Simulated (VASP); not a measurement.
Input of a VASP 6.6.1 run:

INCAR

```
SYSTEM = Pd
PREC = Accurate ; ENCUT = 500
EDIFF = 1E-6 ; ISMEAR = -1
SIGMA = 0.1 ; LREAL = .FALSE.
LASPH = .TRUE. ; NELM = 200
ALGO = Normal ; ISIF = 2
LWAVE = .FALSE. ; LCHARG = .FALSE.
ISPIN = 2 ; MAGMOM = 0
LORBIT = 11 ; LMAXMIX = 4
GGA = PE ; NBANDS = 15
GGA_COMPAT = .FALSE.
```

The input KPOINTS:

```
Automatic mesh
0
G
  8 8 8
  0 0 0
```

POSCAR

```
Pd
1.0
   -1.5844850000      1.5844850000      1.5844850000
    1.5844850000     -1.5844850000      1.5844850000
    1.5844850000      1.5844850000     -1.5844850000
Pd
1
Direct
    0.0000000000      0.0000000000      0.0000000000
```

Potentials or basis: VASP PAW PBE potentials, release 64 (Pd).

Command:

```sh
$ cat potpaw_PBE.64/Pd/POTCAR > POTCAR
$ mpirun -np 1 vasp_std > vasp.out
```

(1) What does it give for the net moment?

(2) Predict the band gap on the k mesh.

(3) What does it give for the pressure?

Answers

(1) 0.00 μB per cell.

(2) zero (filled and empty bands overlap).

(3) -4.2 GPa.
